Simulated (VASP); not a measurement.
# H2Se: relaxation of cell and atoms with PBE

Crystal: H2Se.

```
CELL_PARAMETERS angstrom
5.93907 0.00000 0.00000
0.00000 5.93907 0.00000
0.00000 0.00000 2.91771
ATOMIC_POSITIONS crystal
H 0.38216 0.38216 0.00000
H 0.11784 0.88216 0.50000
H 0.61784 0.61784 0.00000
H 0.88216 0.11784 0.50000
Se 0.00000 0.00000 0.00000
Se 0.50000 0.50000 0.50000
```

```
Program                : VASP 6.6.1
Task                   : relaxation of cell and atoms
Functional             : PBE
Potentials or basis    : VASP PAW PBE potentials, release 64 (H, Se)
Cutoff                 : 600 eV
k mesh                 : 6 × 6 × 12
Occupations            : gaussian, width 0.1 eV
Spin                   : no spin polarisation
Dipole correction      : no
Further INCAR settings : ALGO = Normal; EDIFF = 1e-07; IBRION = 2; EDIFFG = -0.01; NSW = 100; ISIF = 3
```

* Relaxed volume: 13.99 Å³/atom
* Relaxed cell: a = 5.272 Å, b = 5.272 Å, c = 3.021 Å, α = 90.00°, β = 90.00°, γ = 90.00°
* Space group after relaxing (to 0.1 Å): P4_2/mnm (No. 136)
* Energy gained by relaxing: 20.4 meV/atom
* Ionic steps: 22
* Pressure after relaxing: 0.1 GPa
* Largest force after relaxing: 0.004 eV/Å
* Band gap on the k mesh: zero (bands 8 and 9 overlap by 1.90 eV)

Forces on the atoms (eV/Å):
```
H   -0.003 -0.003  0.000
H    0.003 -0.003  0.000
H    0.003  0.003  0.000
H   -0.003  0.003  0.000
Se   0.000  0.000  0.000
Se   0.000  0.000  0.000
```

The path:
```
step  energy change (eV)  largest force (eV/Å)  pressure (GPa)  volume (Å³)
   1              0.0000                0.0416            2.30       102.92
   2             -0.0748                0.1592           -1.34       106.57
   3             -0.0809                0.1407           -0.62       105.77
   4             -0.0876                0.0709           -0.45       104.95
   5             -0.0915                0.0398           -0.17       103.68
   6             -0.0922                0.0423           -0.09       103.26
   7             -0.0932                0.0479            0.09       102.38
   8             -0.0934                0.0599            0.46       100.64
   9             -0.0936                0.0548            0.31       101.36
  10             -0.0938                0.0544            0.30       101.29
  11             -0.0942                0.0528            0.30       101.08
  12             -0.0952                0.0499            0.29       100.66
  13             -0.0970                0.0444            0.28        99.83
  14             -0.1006                0.0346            0.26        98.17
  15             -0.1072                0.0208            0.24        94.89
  16             -0.1179                0.0132            0.35        88.49
  17             -0.0966                0.0684            1.79        76.37
  18             -0.1194                0.0469            0.61        86.14
  19             -0.1196                0.0493            0.79        83.67
  20             -0.1185                0.0209           -0.69        83.96
  21             -0.1224                0.0158            0.10        83.80
  22             -0.1226                0.0036            0.06        83.96
```

Final structure:
```cif
data_structure
_symmetry_space_group_name_H-M 'P 1'
_symmetry_Int_Tables_number 1
_cell_length_a 5.2719
_cell_length_b 5.2719
_cell_length_c 3.0208
_cell_angle_alpha 90.000
_cell_angle_beta 90.000
_cell_angle_gamma 90.000
_cell_volume 83.96
loop_
_atom_site_label
_atom_site_type_symbol
_atom_site_fract_x
_atom_site_fract_y
_atom_site_fract_z
_atom_site_occupancy
H1 H 0.36683 0.36683 0.00000 1
H2 H 0.13317 0.86683 0.50000 1
H3 H 0.63317 0.63317 0.00000 1
H4 H 0.86683 0.13317 0.50000 1
Se1 Se 0.00000 0.00000 0.00000 1
Se2 Se 0.50000 0.50000 0.50000 1
```

Levels at points of the mesh, in eV from the Fermi level:
```
           k point  band 5  band 6  band 7  band 8  band 9  band 10  band 11  band 12
(0.00, 0.00, 0.00)   -1.69   -1.69    0.73    0.92    1.37     1.93     3.97     4.92
(0.50, 0.00, 0.00)   -2.53   -2.53    1.14    1.14    2.10     2.10     6.25     6.25
(0.50, 0.50, 0.00)   -1.60   -1.60    1.15    1.15    1.48     1.48     6.84     6.84
(0.00, 0.00, 0.50)   -2.35   -2.35   -1.30   -1.30    0.38     0.38     6.90     6.90
(0.50, 0.00, 0.50)   -1.80   -1.80   -1.31   -1.31   -0.64    -0.64     5.57     5.57
(0.50, 0.50, 0.50)   -2.66   -2.66   -1.52   -1.52    0.55     0.55     6.46     6.46
```

It took 12 min on 1 thread of AMD EPYC 9R45 96-Core Processor (Zen 5) (shared host), peak memory 0.28 GiB.

Caveat: the volume moved by over 15 % at a fixed basis, so the end points are rough.
